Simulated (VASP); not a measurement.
# Si in VASP: a series of runs

Si is run at these levels: PBE; tasks: single point.

All numbers are computed with VASP 6.6.1; they aren't measurements. Logs are shortened: lines on timing, memory, paths and dates and some standing lists are left out, and cuts for length are marked.

## Step 1: The cell of the first run

The cell holds a disordered packing, 20 atoms: a = 7.285 Å, b = 7.472 Å, c = 7.157 Å, α = 90.92°, β = 93.86°, γ = 89.77°.

## Step 2: Single point, PBE

INCAR

```
PREC = Accurate
ENCUT = 400
EDIFF = 1E-6
ISMEAR = -1
SIGMA = 0.087
LREAL = Auto
LASPH = T
NELM = 120
ALGO = Normal
ISIF = 2
LWAVE = F
LCHARG = F
GGA = PE
ISYM = -1
NBANDS = 56
GGA_COMPAT = F
```

KPOINTS

```
explicit points
1
Reciprocal
  0.25000000   0.25000000   0.25000000 1
```

POSCAR

```
Si
1.0
    7.2812860000      0.0138440000     -0.2431290000
    0.0138440000      7.4715990000     -0.0584000000
   -0.2431290000     -0.0584000000      7.1523540000
Si
20
Direct
    0.1369664168      0.1248084667      0.3763866165
    0.1564314246      0.5238883622      0.5971301331
    0.6889497034      1.0036269376      0.0748945684
    0.9429591914      0.2347596037      0.1192970435
    0.4775105241      0.8524613521      0.2765246797
    0.9655520134      1.0193876395      0.6302529116
    0.1780889166      0.8718016594      0.8388162551
    0.8340965090      0.5977898606      0.6596294001
    0.5328015080      0.4394457996      0.6316763869
    0.5191010222      0.0821794162      0.5120561413
    0.4687498989      0.6824067367      0.9214874218
    0.8362177242      0.2700690240      0.7697610899
    0.4389400394      0.0860124903      0.8358308582
    0.2207773721      0.5296026287      0.0960601468
   -0.0733317753      0.5606604540      0.2129945595
    0.7900274319      0.8095128643      0.4296343736
    0.8287492026      0.7040344904      0.9488116191
    0.3091130981      0.4030271612      0.3810050711
    0.1451956943      0.8509172549      0.1583664415
    0.1992783166      0.3112795507      0.8605956953
```

Potentials or basis: VASP PAW PBE potentials, release 64 (Si).

On the command line:

```sh
$ cat potpaw_PBE.64/Si/POTCAR > POTCAR
$ mpirun -np 1 vasp_std > vasp.out
```

OUTCAR:

```text
PREC = Accurate
   ENCUT = 400
   EDIFF = 1E-6
   ISMEAR = -1
   LREAL = Auto
   LASPH = T
   NELM = 120
   ISIF = 2
   GGA = PE
   ISYM = -1

 ion  position               nearest neighbor table
   1  0.137  0.125  0.376-   4 2.40   6 2.42  18 2.43  19 2.56  10 2.90
   2  0.156  0.524  0.597-  18 2.15   8 2.48  20 2.49   9 2.81   7 3.10  15 3.14
   3  0.689  0.004  0.075-   5 2.47  13 2.50   4 2.54  17 2.63  16 2.99  11 3.04
   4  0.943  0.235  0.119-   1 2.40  15 2.52   3 2.54  12 2.59  20 2.78  14 3.01
   5  0.478  0.852  0.277-  10 2.39   3 2.47  16 2.48  19 2.51  11 2.82
   6  0.966  0.019  0.630-  12 2.33   7 2.36   1 2.42  16 2.42  20 3.15
   7  0.178  0.872  0.839-  19 2.32   6 2.36  13 2.49  11 2.58  17 3.00   2 3.10
   8  0.834  0.598  0.660-  17 2.21  16 2.31   2 2.48   9 2.49  12 2.58
   9  0.533  0.439  0.632-  18 2.35   8 2.49  12 2.68  10 2.79  11 2.80   2 2.81  13 3.14
  10  0.519  0.082  0.512-   5 2.39  13 2.43   9 2.79   1 2.90  16 2.91  18 2.97
  11  0.469  0.682  0.921-  14 2.55   7 2.58  17 2.62   9 2.80   5 2.82   3 3.04  13 3.09
  12  0.836  0.270  0.770-   6 2.33   8 2.58   4 2.59   9 2.68  20 2.70
  13  0.439  0.086  0.836-  10 2.43  20 2.43   7 2.49   3 2.50  11 3.09   9 3.14
  14  0.221  0.530  0.096-  18 2.31  20 2.32  15 2.36  19 2.50  11 2.55   4 3.01
  15  0.927  0.561  0.213-  17 2.26  14 2.36   4 2.52  16 2.64  19 2.74   2 3.14
  16  0.790  0.810  0.430-   8 2.31   6 2.42   5 2.48  15 2.64  10 2.91   3 2.99
  17  0.829  0.704  0.949-   8 2.21  15 2.26  11 2.62   3 2.63  19 2.88   7 3.00
  18  0.309  0.403  0.381-   2 2.15  14 2.31   9 2.35   1 2.43  10 2.97
  19  0.145  0.851  0.158-   7 2.32  14 2.50   5 2.51   1 2.56  15 2.74  17 2.88
  20  0.199  0.311  0.861-  14 2.32  13 2.43   2 2.49  12 2.70   4 2.78   6 3.15

IMPORTANT INFORMATION: All symmetrisations will be switched off!
NOSYMM: (Re-)initialisation of all symmetry stuff for point group C_1.

----------------------------------------------------------------------------------------

                                     Primitive cell

  volume of cell :     388.6410

  direct lattice vectors                    reciprocal lattice vectors
     7.281286000  0.013844000 -0.243129000     0.137494796 -0.000218244  0.004672060
     0.013844000  7.471599000 -0.058400000    -0.000218244  0.133849048  0.001085478
    -0.243129000 -0.058400000  7.152354000     0.004672060  0.001085478  0.139981789

  length of vectors
     7.285357176  7.471840057  7.156723413     0.137574324  0.133853627  0.140063941

  position of ions in fractional coordinates (direct lattice)
     0.136966417  0.124808467  0.376386616
     0.156431425  0.523888362  0.597130133
     0.688949703  0.003626938  0.074894568
     0.942959191  0.234759604  0.119297043
     0.477510524  0.852461352  0.276524680
     0.965552013  0.019387640  0.630252912
     0.178088917  0.871801659  0.838816255
     0.834096509  0.597789861  0.659629400
     0.532801508  0.439445800  0.631676387
     0.519101022  0.082179416  0.512056141
     0.468749899  0.682406737  0.921487422
     0.836217724  0.270069024  0.769761090
     0.438940039  0.086012490  0.835830858
     0.220777372  0.529602629  0.096060147
     0.926668225  0.560660454  0.212994559
     0.790027432  0.809512864  0.429634374
     0.828749203  0.704034490  0.948811619
     0.309113098  0.403027161  0.381005071
     0.145195694  0.850917255  0.158366442
     0.199278317  0.311279551  0.860595695

  ion indices of the primitive-cell ions
   primitive index   ion index
                 1           1
                 2           2
                 3           3
                 4           4
                 5           5
                 6           6
                 7           7
                 8           8
                 9           9
                10          10
                11          11
                12          12
                13          13
                14          14
                15          15
                16          16
                17          17
                18          18
                19          19
                20          20

----------------------------------------------------------------------------------------

 KPOINTS: explicit points

Read explicit list of k-points.

 Found      1 k-points:

 Following reciprocal coordinates:
            Coordinates               Weight
  0.250000  0.250000  0.250000      1.000000
   k-points           NKPTS =      1   k-points in BZ     NKDIM =      1   number of bands    NBANDS=     56
   number of dos      NEDOS =    301   number of ions     NIONS =     20
   total plane-waves  NPLWV = 115200
   dimension x,y,z NGX =    48 NGY =   50 NGZ =   48
   dimension x,y,z NGXF=    96 NGYF=  100 NGZF=   96
   ions per type =              20
   NGX,Y,Z   is equivalent  to a cutoff of  10.95, 11.12, 11.15 a.u.
   NGXF,Y,Z  is equivalent  to a cutoff of  21.91, 22.25, 22.30 a.u.
 SYSTEM =  unknown system
   PREC   = accura    normal or accurate (medium, high low for compatibility)
   ISTART =      0    job   : 0-new  1-cont  2-samecut
   ICHARG =      2    charge: 1-file 2-atom 10-const
   ISPIN  =      1    spin polarized calculation?
   LNONCOLLINEAR =      F non collinear calculations
   LSORBIT =      F    spin-orbit coupling
   LASPH  =      T    aspherical Exc in radial PAW
   ENCUT  =  400.0 eV  29.40 Ry    5.42 a.u.  11.88 12.18 11.67*2*pi/ulx,y,z
   NELM   =    120;   NELMIN=  2; NELMDL= -5     # of ELM steps
   EDIFF  = 0.1E-05   stopping-criterion for ELM
   LREAL  =      T    real-space projection
   EDIFFG = 0.1E-04   stopping-criterion for IOM
   NSW    =      0    number of steps for IOM
   IBRION =     -1    ionic relax: 0-MD 1-quasi-New 2-CG
   NFREE  =      0    steps in history (QN), initial steepest desc. (CG)
   ISIF   =      2    stress and relaxation
   ISYM   =     -1    0-nonsym 1-usesym 2-fastsym
   POTIM  = 0.5000    time-step for ionic-motion
   TEBEG  =    0.0;   TEEND  =   0.0 temperature during run
   PSTRESS=    0.0 pullay stress
   NELECT =      80.0000    total number of electrons
   NUPDOWN=      -1.0000    fix difference up-down
   EMIN   =  10.00;   EMAX   =-10.00  energy-range for DOS
   EFERMI =   0.00;   METHOD = LEGACY
   ISMEAR =    -1;   SIGMA  =   0.09  broadening in eV -4-tet -1-fermi 0-gaus
   EFERMI_NEDOS =   21; number of points for ismear=-14 and -15
   IALGO  =     38    algorithm
   IMIX   =      4    mixing-type and parameters
     AMIX     =   0.40;   BMIX     =  1.00
     AMIX_MAG =   1.60;   BMIX_MAG =  1.00
  volume/ion in A,a.u.               =      19.43       131.13
  Fermi-wavevector in a.u.,A,eV,Ry     =   0.966619  1.826645 12.712633  0.934352
  Thomas-Fermi vector in A             =   2.096436
   LORBIT       =      0    0 simple, 1 ext, 2 COOP (PROOUT), +10 PAW based schemes
   GGA     = PE    functional components
   LHFCALC =     F    Hartree Fock is set to
   AEXX    =    0.0000 exact exchange contribution
   IVDW    =     0    specifies the selected vdW correction
   LEPSILON=     F    determine dielectric tensor
   LRPA    =     F    only Hartree local field effects (RPA)
 non-spin polarized calculation
  energy-cutoff  :      400.00
  volume of cell :      388.64
 maximum number of plane-waves:      7064
 NGX is ok and might be reduce to    48
   NGX = 23   NGY = 25   NGZ = 23

 number of electron      80.0000000 magnetization

 Free energy of the ion-electron system (eV)
  ---------------------------------------------------
  ext. energy  EPLUGINS =         0.00000000
  ---------------------------------------------------
  free energy    TOTEN  =       -98.45908242 eV

  energy without entropy =      -98.27026011  energy(sigma->0) =      -98.36467126

 E-fermi :   6.4259     XC(G=0):  -9.6576

 val. band max:        6.3000865380   @ k =   0.2500   0.2500   0.2500
 cond. band min:       6.5589060921   @ k =   0.2500   0.2500   0.2500
 fundamental gap:      0.2588195540
 Fermi energy:         6.4258910180

 k-point     1 :       0.2500    0.2500    0.2500
  band No.  band energies     occupation
      1      -5.9577      2.00000
      2      -4.9541      2.00000
      3      -4.7550      2.00000
      4      -4.3615      2.00000
      5      -3.5680      2.00000
      6      -3.2397      2.00000
      7      -2.8648      2.00000
      8      -2.3153      2.00000
      9      -1.9530      2.00000
     10      -1.8146      2.00000
     11      -1.6312      2.00000
     12      -1.1123      2.00000
     13      -0.8848      2.00000
     14      -0.3381      2.00000
     15      -0.1336      2.00000
     16       0.1581      2.00000
     17       0.5936      2.00000
     18       0.9537      2.00000
     19       1.4542      2.00000
     20       1.8037      2.00000
     21       2.2333      2.00000
     22       2.4409      2.00000
     23       2.6461      2.00000
     24       2.7363      2.00000
     25       3.0055      2.00000
     26       3.2112      2.00000
     27       3.3443      2.00000
     28       3.5408      2.00000
     29       3.7733      2.00000
     30       3.9473      2.00000
     31       4.0206      2.00000
     32       4.2854      2.00000
     33       4.5316      2.00000
     34       4.6370      2.00000
     35       4.9460      2.00000
     36       5.1934      2.00000
     37       5.2580      2.00000
     38       5.6562      1.99971
     39       5.9753      1.98880
     40       6.3001      1.61877
     41       6.5589      0.35631
     42       6.7752      0.03543
     43       7.0978      0.00088
     44       7.3116      0.00008
     45       7.4372      0.00002
     46       7.7141      0.00000
     47       8.0134      0.00000
     48       8.1472      0.00000
     49       8.2552      0.00000
     50       8.4085      0.00000
     51       8.6641      0.00000
     52       8.8071      0.00000
 [bands above 52 left out]

------------------------ aborting loop because EDIFF is reached ----------------------------------------

  FORCE on cell =-STRESS in cart. coord.  units (eV):
  Direction    XX          YY          ZZ          XY          YZ          ZX
  --------------------------------------------------------------------------------------
  -------------------------------------------------------------------------------------
  Total       -6.0129119    -10.0410093      9.5831592      4.2945451      6.4989595      7.9108304
  in kB      -24.7883057    -41.3941888     39.5066957     17.7043168     26.7920431     32.6124990
  external PRESSURE =      -8.8919330 kB  Pullay stress =       0.0000000 kB

 VOLUME and BASIS-vectors are now :
 -----------------------------------------------------------------------------
  energy-cutoff  :      400.00
  volume of cell :      388.64
      direct lattice vectors                 reciprocal lattice vectors
     7.281286000  0.013844000 -0.243129000     0.137494796 -0.000218244  0.004672060
     0.013844000  7.471599000 -0.058400000    -0.000218244  0.133849048  0.001085478
    -0.243129000 -0.058400000  7.152354000     0.004672060  0.001085478  0.139981789

 POSITION                                       TOTAL-FORCE (eV/Angst)
 -----------------------------------------------------------------------------------
      0.90751      0.91243      2.65146         0.293754     -0.603387     -0.131522
      1.00110      3.88158      4.20226        -1.609791      0.922692      2.980775
      4.99828      0.03226      0.36796         0.048097     -0.505079     -0.378587
      6.84020      1.76012      0.61028        -0.179888      0.181369     -0.525686
      3.42146      6.35971      1.81192         0.159773     -0.045438     -0.573713
      6.87750      0.12142      4.27191        -0.265659     -0.252565     -0.983934
      1.10485      6.46723      5.90530         0.214511     -0.408223     -0.171295
      5.92120      4.43947      4.48020         0.646954     -1.129699     -0.918891
      3.73199      3.25385      4.36277         0.169347     -0.717681      0.492735
      3.65636      0.59129      3.53140        -0.033583      0.716077      0.427369
      3.19851      5.05134      6.43698        -0.154430     -0.102529      0.251491
      5.90533      1.98447      5.28652        -0.654810      0.332784      0.500274
      2.99402      0.59992      5.86642         0.122815      0.280226     -0.331150
      1.59152      3.95443      0.60245         1.172237     -0.199073     -0.155137
      6.70331      4.18942      1.26537        -0.585886     -0.148035      0.586032
      5.65917      6.03420      2.83354        -0.151196      0.758033     -0.782820
      5.81342      5.21633      6.54363        -0.999987      1.655518      0.648315
      2.16369      2.99329      2.62639         1.613970     -1.498471     -1.290929
      1.03049      6.35047      1.04770        -0.042148      1.042876      0.885971
      1.24608      2.27826      6.08866         0.235921     -0.279394     -0.529300
 -----------------------------------------------------------------------------------
    total drift:                                0.000606     -0.002703      0.001313

  FREE ENERGIE OF THE ION-ELECTRON SYSTEM (eV)
  ---------------------------------------------------
  free  energy   TOTEN  =       -98.4590824219 eV

  energy  without entropy=      -98.2702601072  energy(sigma->0) =      -98.36467126
```

Wall time 34 s (1 thread of Intel Xeon Platinum 8259CL at 2.50GHz (Skylake/Cascade Lake), shared host); peak memory 0.3 GiB.

What came out:

- Free energy: -98.4591 eV
- Pressure: -0.9 GPa
- Largest force: 3.511 eV/Å

Forces on the atoms (eV/Å):
```
Si   0.294 -0.603 -0.132
Si  -1.610  0.923  2.981
Si   0.048 -0.505 -0.379
Si  -0.180  0.181 -0.526
Si   0.160 -0.045 -0.574
Si  -0.266 -0.253 -0.984
Si   0.215 -0.408 -0.171
Si   0.647 -1.130 -0.919
Si   0.169 -0.718  0.493
Si  -0.034  0.716  0.427
Si  -0.154 -0.103  0.251
Si  -0.655  0.333  0.500
Si   0.123  0.280 -0.331
Si   1.172 -0.199 -0.155
Si  -0.586 -0.148  0.586
Si  -0.151  0.758 -0.783
Si  -1.000  1.656  0.648
Si   1.614 -1.498 -1.291
Si  -0.042  1.043  0.886
Si   0.236 -0.279 -0.529
```

Levels at points of the mesh, in eV from the Fermi level:
```csv
k point,band 36,band 37,band 38,band 39,band 40,band 41,band 42,band 43,band 44,band 45
"(0.25, 0.25, 0.25)",-1.23,-1.17,-0.77,-0.45,-0.13,0.13,0.35,0.67,0.89,1.01
```

Caveat: the atoms stand as in a frame of molecular dynamics.

## Step 3: Single point, PBE

INCAR

```
SYSTEM = Si
PREC = Accurate ; ENCUT = 400
EDIFF = 1E-6 ; ISMEAR = -1
SIGMA = 0.087 ; LREAL = Auto
LASPH = .TRUE. ; NELM = 120
ALGO = Normal ; ISIF = 2
LWAVE = .FALSE. ; LCHARG = .FALSE.
GGA = PE ; ISYM = -1
NBANDS = 56 ; GGA_COMPAT = .FALSE.
```

KPOINTS is that of step 2.

POSCAR

```
Si
1.0
    7.2812860000      0.0138440000     -0.2431290000
    0.0138440000      7.4715990000     -0.0584000000
   -0.2431290000     -0.0584000000      7.1523540000
Si
20
Direct
    0.0897750432      0.0708677584      0.4443890212
    0.1276810443      0.4886253992      0.7562270671
    0.6849446055      0.9679951741      0.0250710207
    0.9500041293      0.1456346025      0.1065275313
    0.5577258689      0.8435481289      0.2805738563
    0.9090644581      0.9442010670      0.6410417151
    0.1067777198      0.8153837456      0.8641885135
    0.8234902529      0.5148539396      0.6756606051
    0.5071757090      0.3731938877      0.6844592208
    0.4927761352      0.0953374492      0.4866298391
    0.4356529036      0.6238402410      0.9800222591
    0.7904803187      0.2083461632      0.7668218191
    0.4380679569     -0.0003880998      0.7960083295
    0.1841617937      0.4131950666      0.1425579137
   -0.0009601874      0.6500042271      0.1969459003
    0.7906445053      0.7015906497      0.4220664276
    0.7473705279      0.6696072576      0.9398204441
    0.2421713179      0.3580036098      0.4664389208
    0.2034585382      0.8885641391      0.1964146093
    0.1894951446      0.2156483558      0.8691508598
```

Potentials or basis: VASP PAW PBE potentials, release 64 (Si).

On the command line:

```sh
$ cat potpaw_PBE.64/Si/POTCAR > POTCAR
$ mpirun -np 1 vasp_std > vasp.out
```

Run time: 36 s. Hardware: 1 thread of Intel Xeon Platinum 8259CL at 2.50GHz (Skylake/Cascade Lake), shared host; peak memory 0.3 GiB.

The run converged. Its results:

* Free energy: -98.9783 eV
* Pressure: 1.3 GPa
* Largest force: 3.171 eV/Å

Forces on the atoms (eV/Å):
```
Si   1.390  1.177 -1.873
Si   1.019  1.542 -0.761
Si  -0.068 -0.148 -0.273
Si   0.386  0.413  0.038
Si  -2.821  0.877 -1.151
Si  -1.317 -0.460 -0.582
Si   1.436 -0.534  0.866
Si  -1.032 -0.176 -0.400
Si  -0.184 -0.288  0.430
Si   0.145 -0.163  0.526
Si  -0.960 -0.183  0.410
Si  -0.428 -0.532  0.429
Si  -0.960  0.219 -0.063
Si   1.183 -0.381 -0.124
Si  -1.262  0.347 -0.465
Si   1.450 -0.097  0.963
Si   0.691  0.053  0.765
Si   0.103 -0.641  0.080
Si   0.788  0.382  0.431
Si   0.442 -1.407  0.756
```

Stress tensor (GPa, compression positive):
```
 0.40 -0.36  0.95
-0.36  0.64  0.12
 0.95  0.12  2.96
```

Levels at points of the mesh, in eV from the Fermi level:
```tsv
k point	band 37	band 38	band 39	band 40	band 41	band 42	band 43	band 44
(0.25, 0.25, 0.25)	-0.95	-0.72	-0.54	-0.29	0.28	0.66	0.91	1.17
```

Caveat: the atoms stand as in a frame of molecular dynamics.

[end of part 1 of 2]
